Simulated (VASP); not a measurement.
The system is SnAs2.

```
Sn As
1.0
     2.63513    1.52139    2.84185
    -2.63513    1.52139    2.84185
     0.00000   -3.04279    2.84185
Sn As
1 2
Direct
  0.50000 0.50000 0.50000
  0.83482 0.83482 0.83482
  0.16518 0.16518 0.16518
```

The cell was generated, and may not be a known phase.

```yaml
Program: VASP 6.6.1
Task: relaxation of cell and atoms
Functional: PBE
Potentials_or_basis: VASP PAW PBE potentials, release 64 (Sn_d, As)
Cutoff: 600 eV
k_mesh: 12 × 12 × 12
Occupations: gaussian, width 0.1 eV
Spin: no spin polarisation
```

At the start: pressure -0.3 GPa; volume 22.79 Å³/atom.

How do energy, volume and symmetry change on relaxing?

Over 7 steps the energy falls by 2.1 meV/atom and the volume is 22.70 Å³/atom (-0.4 %); space group R-3m (No. 166, to 0.1 Å) before and after.

Step by step:
```tsv
step	energy change (eV)	largest force (eV/Å)	pressure (GPa)	volume (Å³)
1	0.0000	0.1674	-0.34	68.36
2	-0.0038	0.0999	0.13	67.89
3	-0.0038	0.0986	0.14	67.88
4	-0.0051	0.0709	0.05	67.98
5	-0.0063	0.0059	-0.12	68.21
6	-0.0064	0.0035	0.11	67.99
7	-0.0064	0.0010	0.00	68.09
```

Final structure:
```
Sn As
1.0
     2.62684    1.51661    2.84864
    -2.62684    1.51661    2.84864
     0.00000   -3.03321    2.84864
Sn As
1 2
Direct
  0.50000 0.50000 0.50000
  0.83839 0.83839 0.83839
  0.16161 0.16161 0.16161
```
